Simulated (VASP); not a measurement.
# Li7Si (Im-3m) in VASP: density of states with PBE

Aim: the density of states of Li7Si with PBE.

Everything below comes from runs of VASP 6.6.1. Logs are shortened: lines on timing, memory, paths and dates and some standing lists are left out, and cuts for length are marked.

**1. The cell of the first run**

The structure is cubic, space group Im-3m (No. 229). Conventional cell: a = 6.423 Å, b = 6.423 Å, c = 6.423 Å, α = 90.00°, β = 90.00°, γ = 90.00°. Li (site symmetry 4/mmm) has 12 Li at 2.78 to 3.21 Å and 2 Si at 3.21 Å within 3.7 Å. Li (site symmetry -3m) has 12 Li at 2.78 to 3.21 Å and 2 Si at 2.78 Å within 3.7 Å. Within 3.7 Å of Si (site symmetry m-3m) lie 14 Li at 2.78 to 3.21 Å.

**2. Density of states, PBE**

Contents of POSCAR:

```
Li7Si
1.0
   -3.2113367890      3.2113367890      3.2113367890
    3.2113367890     -3.2113367890      3.2113367890
    3.2113367890      3.2113367890     -3.2113367890
Li Si
7 1
Direct
    0.0000000000      0.5000000000      0.5000000000
    0.5000000000      0.5000000000      0.0000000000
    0.5000000000      0.0000000000      0.5000000000
    0.0000000000      0.0000000000      0.5000000000
    0.0000000000      0.5000000000      0.0000000000
    0.5000000000      0.0000000000      0.0000000000
    0.5000000000      0.5000000000      0.5000000000
    0.0000000000      0.0000000000      0.0000000000
```

Contents of INCAR.step1:

```
  PREC = Accurate
  ENCUT = 520
  EDIFF = 1E-6
  ISMEAR = 0
  SIGMA = 0.1
  LREAL = F
  LASPH = T
  NELM = 100
  ALGO = Normal
  ISIF = 2
  LWAVE = F
  LCHARG = T
  GGA = PE
  NBANDS = 22
```

Contents of KPOINTS.step1:

```
regular mesh
0
Gamma
  8 8 8
```

Contents of INCAR.step2:

```
  PREC = Accurate
  ENCUT = 520
  EDIFF = 1E-6
  ISMEAR = -5
  SIGMA = 0.1
  LREAL = F
  LASPH = T
  NELM = 100
  ALGO = Normal
  ISIF = 2
  LWAVE = F
  LCHARG = F
  GGA = PE
  LORBIT = 11
  NBANDS = 22
  NEDOS = 1001
  ICHARG = 11
```

Contents of KPOINTS.step2:

```
regular mesh
0
Gamma
  12 12 12
```

Potentials or basis: VASP PAW PBE potentials, release 64 (Li_sv, Si).

Run with:

```console
> cat potpaw_PBE.64/Li_sv/POTCAR potpaw_PBE.64/Si/POTCAR > POTCAR
> cp INCAR.step1 INCAR
> cp KPOINTS.step1 KPOINTS
> mpirun -np 1 vasp_std > vasp.out
> cp INCAR.step2 INCAR
> cp KPOINTS.step2 KPOINTS
> mpirun -np 1 vasp_std > vasp.out
```

OUTCAR:

```text
PREC = Accurate
   ENCUT = 520
   EDIFF = 1E-6
   ISMEAR = -5
   LREAL = F
   LASPH = T
   NELM = 100
   ISIF = 2
   GGA = PE
   LORBIT = 11
   ICHARG = 11

 ion  position               nearest neighbor table
   1  0.000  0.500  0.500-
   2  0.500  0.500  0.000-
   3  0.500  0.000  0.500-
   4  0.000  0.000  0.500-   8 2.78   8 2.78
   5  0.000  0.500  0.000-   8 2.78   8 2.78
   6  0.500  0.000  0.000-   8 2.78   8 2.78
   7  0.500  0.500  0.500-   8 2.78   8 2.78
   8  0.000  0.000  0.000-   4 2.78   5 2.78   6 2.78   7 2.78   4 2.78   5 2.78   6 2.78   7 2.78

  LATTYP: Found a body centered cubic cell.
 ALAT       =     6.4226735780

  Lattice vectors:

 A1 = (  -3.2113367890,   3.2113367890,   3.2113367890)
 A2 = (   3.2113367890,  -3.2113367890,   3.2113367890)
 A3 = (   3.2113367890,   3.2113367890,  -3.2113367890)

Analysis of symmetry for initial positions (statically):
=====================================================================
 Subroutine PRICEL returns:
 Original cell was already a primitive cell.

 Routine SETGRP: Setting up the symmetry group for a
 body centered cubic supercell.

 Subroutine GETGRP returns: Found 48 space group operations
 (whereof 48 operations were pure point group operations)
 out of a pool of 48 trial point group operations.

The static configuration has the point symmetry O_h .

Analysis of symmetry for dynamics (positions and initial velocities):
=====================================================================
 Subroutine PRICEL returns:
 Original cell was already a primitive cell.

 Routine SETGRP: Setting up the symmetry group for a
 body centered cubic supercell.

 Subroutine GETGRP returns: Found 48 space group operations
 (whereof 48 operations were pure point group operations)
 out of a pool of 48 trial point group operations.

The dynamic configuration has the point symmetry O_h .

 Subroutine INISYM returns: Found 48 space group operations
 (whereof 48 operations are pure point group operations),
 and found     1 'primitive' translations

----------------------------------------------------------------------------------------

                                     Primitive cell

  volume of cell :     132.4700

  direct lattice vectors                    reciprocal lattice vectors
    -3.211336789  3.211336789  3.211336789     0.000000000  0.155698400  0.155698400
[... 113 lines left out ...]
   EMIN   =  10.00;   EMAX   =-10.00  energy-range for DOS
   EFERMI =   0.00;   METHOD = LEGACY
   ISMEAR =    -5;   SIGMA  =   0.10  broadening in eV -4-tet -1-fermi 0-gaus
   EFERMI_NEDOS =   21; number of points for ismear=-14 and -15
   IALGO  =     38    algorithm
   IMIX   =      4    mixing-type and parameters
     AMIX     =   0.40;   BMIX     =  1.00
     AMIX_MAG =   1.60;   BMIX_MAG =  1.00
  volume/ion in A,a.u.               =      16.56       111.74
  Fermi-wavevector in a.u.,A,eV,Ry     =   0.939036  1.774521 11.997466  0.881789
  Thomas-Fermi vector in A             =   2.066308
   LORBIT       =     11    0 simple, 1 ext, 2 COOP (PROOUT), +10 PAW based schemes
   GGA     = PE    functional components
   LHFCALC =     F    Hartree Fock is set to
   AEXX    =    0.0000 exact exchange contribution
   IVDW    =     0    specifies the selected vdW correction
   LEPSILON=     F    determine dielectric tensor
   LRPA    =     F    only Hartree local field effects (RPA)
 non-spin polarized calculation
 Fermi weights with tetrahedron method with Bloechl corrections
  energy-cutoff  :      520.00
  volume of cell :      132.47
 maximum number of plane-waves:      3592
 NGX is ok and might be reduce to    42

 number of electron      25.0000040 magnetization

 Free energy of the ion-electron system (eV)
  ---------------------------------------------------
  ext. energy  EPLUGINS =         0.00000000
  ---------------------------------------------------
  free energy    TOTEN  =       -19.07356274 eV

  energy without entropy =      -19.07356274  energy(sigma->0) =      -19.07356274

 E-fermi :   2.0469     XC(G=0):  -7.9573

 val. band max:        2.1501264888   @ k =   0.1667   0.1667   0.1667
 cond. band min:       2.0534032980   @ k =  -0.4167  -0.4167   0.1667
 fundamental gap:     -0.0967231908
 Fermi energy:         2.0468827407

 k-point     1 :       0.0000    0.0000    0.0000
  band No.  band energies     occupation
      1     -44.3334      2.00000
      2     -44.3246      2.00000
      3     -44.3246      2.00000
      4     -44.0584      2.00000
      5     -44.0542      2.00000
      6     -44.0542      2.00000
[... 589 lines left out ...]
     21       7.4957      0.00000
     22       8.3684      0.00000

 [... further k-points ...]
[... 5 lines left out ...]
  --------------------------------------------------------------------------------------
  -------------------------------------------------------------------------------------
  Total       -0.1727003     -0.1727003     -0.1727003     -0.0000000     -0.0000000      0.0000000
  in kB       -2.0887484     -2.0887484     -2.0887484     -0.0000000     -0.0000000      0.0000000
  external PRESSURE =      -2.0887484 kB  Pullay stress =       0.0000000 kB

 VOLUME and BASIS-vectors are now :
 -----------------------------------------------------------------------------
  energy-cutoff  :      520.00
  volume of cell :      132.47
      direct lattice vectors                 reciprocal lattice vectors
    -3.211336789  3.211336789  3.211336789     0.000000000  0.155698400  0.155698400
     3.211336789 -3.211336789  3.211336789     0.155698400  0.000000000  0.155698400
     3.211336789  3.211336789 -3.211336789     0.155698400  0.155698400  0.000000000

 POSITION                                       TOTAL-FORCE (eV/Angst)
 -----------------------------------------------------------------------------------
      3.21134      0.00000      0.00000         0.000000      0.000000      0.000000
      0.00000      0.00000      3.21134         0.000000      0.000000      0.000000
      0.00000      3.21134      0.00000         0.000000     -0.000000      0.000000
      1.60567      1.60567     -1.60567        -0.000000      0.000000      0.000000
      1.60567     -1.60567      1.60567         0.000000     -0.000000     -0.000000
     -1.60567      1.60567      1.60567         0.000000      0.000000      0.000000
      1.60567      1.60567      1.60567        -0.000000     -0.000000     -0.000000
      0.00000      0.00000      0.00000        -0.000000      0.000000     -0.000000
 -----------------------------------------------------------------------------------
    total drift:                               -0.000000     -0.000000      0.000000

  FREE ENERGIE OF THE ION-ELECTRON SYSTEM (eV)
  ---------------------------------------------------
  free  energy   TOTEN  =       -19.0735627374 eV

  energy  without entropy=      -19.0735627374  energy(sigma->0) =      -19.07356274

 total charge

# of ion       s       p       d       tot
------------------------------------------
    1        2.037   0.052   0.000   2.089
    2        2.037   0.052   0.000   2.089
    3        2.037   0.052   0.000   2.089
    4        2.032   0.059   0.000   2.091
    5        2.032   0.059   0.000   2.091
    6        2.032   0.059   0.000   2.091
    7        2.032   0.059   0.000   2.091
    8        0.798   0.755   0.000   1.553
--------------------------------------------------
tot         15.037   1.147   0.000  16.184
```

OUTCAR.step1:

```text
PREC = Accurate
   ENCUT = 520
   EDIFF = 1E-6
   ISMEAR = 0
   LREAL = F
[... 845 lines left out ...]
      1.60567     -1.60567      1.60567         0.000000      0.000000     -0.000000
     -1.60567      1.60567      1.60567         0.000000      0.000000      0.000000
      1.60567      1.60567      1.60567        -0.000000     -0.000000     -0.000000
      0.00000      0.00000      0.00000         0.000000      0.000000      0.000000
 -----------------------------------------------------------------------------------
    total drift:                               -0.000000     -0.000000      0.000000

  FREE ENERGIE OF THE ION-ELECTRON SYSTEM (eV)
  ---------------------------------------------------
  free  energy   TOTEN  =       -19.0863779394 eV

  energy  without entropy=      -19.0618115278  energy(sigma->0) =      -19.07409473
```

OSZICAR.step1:

```text
N       E                     dE             d eps       ncg     rms          rms(c)
DAV:   1     0.126534216830E+03    0.12653E+03   -0.10836E+04  1276   0.112E+03
DAV:   2     0.103497002090E+02   -0.11618E+03   -0.11070E+03  1354   0.290E+02
DAV:   3    -0.167677960311E+02   -0.27117E+02   -0.26832E+02  2486   0.651E+01
DAV:   4    -0.189311000623E+02   -0.21633E+01   -0.21545E+01  1892   0.351E+01
DAV:   5    -0.191609596907E+02   -0.22986E+00   -0.22980E+00  2094   0.687E+00    0.208E+00
DAV:   6    -0.191030993476E+02    0.57860E-01   -0.16225E-01  1722   0.202E+00    0.116E+00
DAV:   7    -0.190881105146E+02    0.14989E-01   -0.40620E-02  2186   0.735E-01    0.355E-01
DAV:   8    -0.190863844984E+02    0.17260E-02   -0.70328E-03  1736   0.364E-01    0.159E-01
DAV:   9    -0.190863977134E+02   -0.13215E-04   -0.85648E-04  1978   0.112E-01    0.765E-02
DAV:  10    -0.190863771464E+02    0.20567E-04   -0.14499E-04  1610   0.472E-02    0.352E-03
DAV:  11    -0.190863782208E+02   -0.10744E-05   -0.59976E-06  1760   0.145E-02    0.418E-03
DAV:  12    -0.190863779394E+02    0.28139E-06   -0.31188E-07  1146   0.357E-03
   1 F= -.19086378E+02 E0= -.19074095E+02  d E =-.245664E-01
```

It took 3.4 min on 1 thread of Intel Xeon Platinum 8259CL at 2.50GHz (Skylake/Cascade Lake), shared host; peak memory 0.33 GiB.

Results:

```
Valence electrons inside the program's atomic spheres : Li 2.09; Si 1.55
```

Levels at points of the mesh, in eV from the Fermi level:
```csv
k point,band 8,band 9,band 10,band 11,band 12,band 13,band 14,band 15,band 16,band 17
"(0.00, 0.00, 0.00)",-7.20,-1.66,-1.66,-1.66,-1.26,0.13,0.13,0.13,3.49,3.49
"(0.50, 0.00, 0.00)",-7.04,-3.21,-1.72,-1.48,-1.17,-0.16,1.00,1.73,2.30,2.70
"(0.50, 0.50, 0.50)",-6.95,-2.27,-2.27,-2.27,-1.35,-1.35,2.35,2.35,2.35,3.31
```

Caveat: the cutoff is under 1.25 times the usual one of these potentials, so pressure, stress and relaxed cells hold a basis-set (Pulay) error; tetrahedron occupations give inexact forces and stress in metals.
